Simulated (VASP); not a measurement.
TiSi16 (a cell with a defect): single point with PBE

TiSi16 (a cell with a defect):

```xyz
17
Lattice="0.0000 5.4300 5.4300 5.4300 0.0000 5.4300 5.4300 5.4300 0.0000" Properties=species:S:1:pos:R:3 pbc="T T T"
Si   -0.1888    0.1870   -0.1834
Si    1.2398    1.2191    1.2432
Si    2.8153    2.6154   -0.1042
Si    4.2130    4.1879    1.2453
Si    2.6437   -0.0093    2.6483
Si    3.8919    1.5386    3.8970
Si    5.4418    2.7848    2.6501
Si    6.8481    4.0132    4.0740
Si   -0.1085    2.6154    2.8214
Si    1.2412    4.1885    4.2194
Si    2.8168    5.5368    2.8229
Si    4.2497    6.6120    4.2549
Si    2.6456    2.7847    5.4475
Si    4.0700    4.0129    6.8537
Si    5.6042    5.2574    5.6091
Si    6.8500    6.7897    6.8552
Ti    2.2422    3.1874    2.2474
```

```json
{
 "Program": "VASP 6.6.1",
 "Task": "single point",
 "Functional": "PBE",
 "Potentials or basis": "VASP PAW PBE potentials, release 64 (Si, Ti_sv)",
 "Cutoff": "520 eV",
 "k mesh": "2 × 2 × 2",
 "Occupations": "gaussian, width 0.02 eV",
 "Spin": "no spin polarisation"
}
```

| Item | Value |
| --- | --- |
| Pressure | 5.1 GPa |
| Largest force | 1.791 eV/Å |
| Band gap on the k mesh | zero (bands 38 and 39 overlap by 0.48 eV) |

Forces on the atoms (eV/Å):
```
Si  -0.103  0.102 -0.104
Si  -0.131 -0.010 -0.127
Si  -0.069  0.068  0.053
Si   0.015  0.131 -0.127
Si  -0.070  0.034 -0.070
Si  -0.098  0.099 -0.100
Si  -0.033  0.068 -0.069
Si  -0.076  0.077 -0.041
Si   0.053  0.066 -0.069
Si  -0.129  0.129  0.018
Si  -0.066 -0.055 -0.068
Si  -0.049  0.048 -0.050
Si  -0.069  0.069 -0.032
Si  -0.043  0.078 -0.077
Si  -0.090  0.090 -0.088
Si  -0.077  0.043 -0.077
Ti   1.035 -1.038  1.029
```

Stress tensor (GPa, compression positive):
```
 5.11  0.95 -0.95
 0.95  5.10  0.94
-0.95  0.94  5.10
```

Levels at points of the mesh, in eV from the Fermi level:
| k point | band 35 | band 36 | band 37 | band 38 | band 39 | band 40 | band 41 | band 42 |
| --- | --- | --- | --- | --- | --- | --- | --- | --- |
| (0.00, 0.00, 0.00) | -1.24 | -0.79 | -0.41 | -0.28 | -0.27 | -0.11 | -0.11 | 0.04 |
| (0.50, 0.00, 0.00) | -1.44 | -1.23 | -0.57 | -0.01 | 0.29 | 0.51 | 0.73 | 0.74 |
| (0.00, 0.50, 0.00) | -1.37 | -1.37 | -0.26 | -0.25 | -0.03 | 0.61 | 0.74 | 0.74 |
| (0.00, 0.00, 0.50) | -1.44 | -1.23 | -0.57 | -0.01 | 0.29 | 0.52 | 0.73 | 0.75 |
| (0.50, 0.50, 0.50) | -1.44 | -1.23 | -0.57 | -0.01 | 0.29 | 0.51 | 0.73 | 0.75 |
| (0.50, 0.50, 0.00) | -1.82 | -1.77 | -0.23 | 0.21 | 0.26 | 0.31 | 0.93 | 0.95 |
| (0.00, 0.50, 0.50) | -1.82 | -1.77 | -0.23 | 0.21 | 0.26 | 0.31 | 0.93 | 0.95 |
| (0.50, 0.00, 0.50) | -1.82 | -1.77 | -0.23 | 0.21 | 0.26 | 0.31 | 0.93 | 0.95 |

Wall time 2.7 min on 1 thread of Intel(R) Xeon(R) 6975P-C (Granite Rapids) (shared host), peak memory 0.5 GiB.

Caveat: the k points lie up to 0.50 Å⁻¹ apart.
